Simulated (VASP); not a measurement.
Input of a VASP 6.6.1 run:

The input POSCAR:

```
Sc3Al
1.0
    4.1269124206      0.0000000000      0.0000000000
    0.0000000000      4.1269124206      0.0000000000
    0.0000000000      0.0000000000      4.1269124206
Sc Al
3 1
Direct
    0.5000000000      0.0000000000      0.5000000000
    0.0000000000      0.5000000000      0.5000000000
    0.5000000000      0.5000000000      0.0000000000
    0.0000000000      0.0000000000      0.0000000000
```

File INCAR.step1:

```
PREC = Accurate
ENCUT = 520
ISMEAR = 0
SIGMA = 0.1
LREAL = False
LASPH = True
NELM = 60
NBANDS = 26
GGA = PE
ALGO = Normal
EDIFF = 1E-4
LWAVE = True
LCHARG = False
```

File INCAR.step2:

```
PREC = Accurate
ENCUT = 520
EDIFF = 1E-6
ISMEAR = 0
SIGMA = 0.1
LREAL = False
LASPH = True
NELM = 60
ALGO = Normal
ISIF = 2
LWAVE = False
LCHARG = False
METAGGA = R2SCAN
LMIXTAU = True
NBANDS = 26
ISTART = 1
```

Contents of KPOINTS:

```
regular mesh
0
Gamma
  6 6 6
```

Potentials or basis: VASP PAW PBE potentials, release 64 (Sc_sv, Al).

Launch:

```sh
$ cat potpaw_PBE.64/Sc_sv/POTCAR potpaw_PBE.64/Al/POTCAR > POTCAR
$ cp INCAR.step1 INCAR
$ mpirun -np 1 vasp_std > vasp.out
$ cp INCAR.step2 INCAR
$ mpirun -np 1 vasp_std > vasp.out
```

(1) What does it give for the band gap on the k mesh?

(2) What does it give for the pressure?

Results:

(1) zero (band 18 reaches 6.68 eV, above the bottom of band 19 at 5.12 eV).

(2) 20.4 GPa.

Caveat: the PAW data sets were made with another functional, which shifts forces and pressure a little.
